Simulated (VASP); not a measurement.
Set up this calculation in VASP 6.6.1, as the native input.

```yaml
Task: single point
Functional: PBEsol
Potentials_or_basis: VASP PAW PBE potentials, release 64 (Al, N)
Cutoff: 520 eV
k_mesh: 9 × 9 × 6
Occupations: gaussian, width 0.05 eV
Spin: no spin polarisation
Dipole_correction: no
Further_INCAR_settings: ALGO = Normal; EDIFF = 1e-06; NBANDS = 16
```

The structure of AlN lies in POSCAR:

```
AlN
1.0
    3.2025000000      0.0000000000      0.0000000000
   -1.6012500000      2.7734463556      0.0000000000
    0.0000000000      0.0000000000      4.0584000000
Al N
2 2
Direct
    0.3333333333      0.6666666667      0.7500000000
    0.6666666667      0.3333333333      0.2500000000
    0.3333333333      0.6666666667      0.2500000000
    0.6666666667      0.3333333333      0.7500000000
```

These files were run (other wordings do the same):

INCAR

```
ALGO = Normal ; EDIFF = 1E-6
ENCUT = 520 ; GGA = PS
ISIF = 2 ; ISMEAR = 0
LASPH = True ; LCHARG = False
LREAL = False ; LWAVE = False
NBANDS = 16 ; NELM = 80
PREC = Accurate ; SIGMA = 0.05
```

KPOINTS

```
k-points
0
Gamma
  9 9 6
```

Potentials or basis: VASP PAW PBE potentials, release 64 (Al, N).

Run with:

```sh
$ cat potpaw_PBE.64/Al/POTCAR potpaw_PBE.64/N/POTCAR > POTCAR
$ mpirun -np 1 vasp_std > vasp.out
```

Results of the run:

| Quantity | Value |
| --- | --- |
| Pressure | 20.9 GPa |
| Band gap on the k mesh | 3.91 eV, direct |

Caveat: the PAW data sets were made with another functional, which shifts forces and pressure a little.

Wall time 8.5 s on 1 thread of Intel(R) Xeon(R) 6975P-C (Granite Rapids) (shared host), peak memory 0.15 GiB.
